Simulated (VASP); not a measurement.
NaIr (CsCl type): electric field gradients with PBE

The system is NaIr (CsCl type).

```xyz
2
Lattice="3.2313 0.0000 0.0000 0.0000 3.2313 0.0000 0.0000 0.0000 3.2313" Properties=species:S:1:pos:R:3 pbc="T T T"
Na    0.0000    0.0000    0.0000
Ir    1.6156    1.6156    1.6156
```

```json
{
 "Program": "VASP 6.6.1",
 "Task": "electric field gradients",
 "Functional": "PBE",
 "Potentials or basis": "VASP PAW PBE potentials, release 64 (Na_pv, Ir)",
 "Cutoff": "520 eV",
 "k mesh": "11 × 11 × 11",
 "Occupations": "fermi-dirac, width 0.05 eV",
 "Spin": "no spin polarisation",
 "Dipole correction": "no",
 "Further INCAR settings": "ALGO = Normal; EDIFF = 1e-08; NBANDS = 15"
}
```

* Pressure: 0.2 GPa
* Band gap on the k mesh: zero (bands 8 and 9 overlap by 1.61 eV)
* Largest electric field gradient by atom: zero within the noise of the run

Levels at points of the mesh, in eV from the Fermi level:
```tsv
k point	band 5	band 6	band 7	band 8	band 9	band 10	band 11	band 12
(0.00, 0.00, 0.00)	-2.56	-2.56	0.17	0.17	0.17	9.78	9.78	9.78
```

Run time: 22 s on 1 thread of Intel Xeon 8259CL (shared host), peak memory 0.16 GiB.

Caveat: spin-orbit coupling is left out, which moves the levels of the heavy elements.
